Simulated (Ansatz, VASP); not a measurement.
Pt: VASP beside Ansatz

```
Pt
1.0
     1.36680    0.78912    6.97280
    -1.36680    0.78912    6.97280
     0.00000   -1.57825    6.97280
Pt
3
Direct
  0.00000 0.00000 0.00000
  0.22267 0.22267 0.22267
  0.77733 0.77733 0.77733
```

Alike in both runs: functional PBEsol; k mesh 6 × 6 × 6; occupations gaussian, width 0.1 eV; no spin polarisation.

Ansatz relaxed the structure, and its values are those at the end. VASP's run is a single point on that final structure, the one shown.

|  | VASP | Ansatz |
| --- | --- | --- |
| version | VASP 6.6.1 | Ansatz 0.2.0 |
| potentials or method | VASP PAW PBE potentials, release 64 (Pt), cutoff 520 eV | scalar-relativistic, plane waves, PAW |
| valence electrons in the cell | 30 | 54 |

Ansatz gave:

| Property | Result |
| --- | --- |
| gap on the k mesh at the Fermi level (eV) | none |
| pressure (GPa) | -0.1 |

Question: What did VASP give for the same quantities?

Answer: gap on the k mesh at the Fermi level (eV): none; pressure (GPa): -0.5.

VASP's potentials were made for PBE, not for PBEsol. A gap of «none» marks a metal or a gap that the smearing closes. The functional is the same, so the differences come from potentials, cutoffs and numerics. VASP's potentials hold 30 valence electrons a cell and Ansatz's 54, so a difference there can come from the potentials and not from the codes.

The k mesh is coarse, so the values compare programs but aren't converged. Spin-orbit coupling is off throughout.
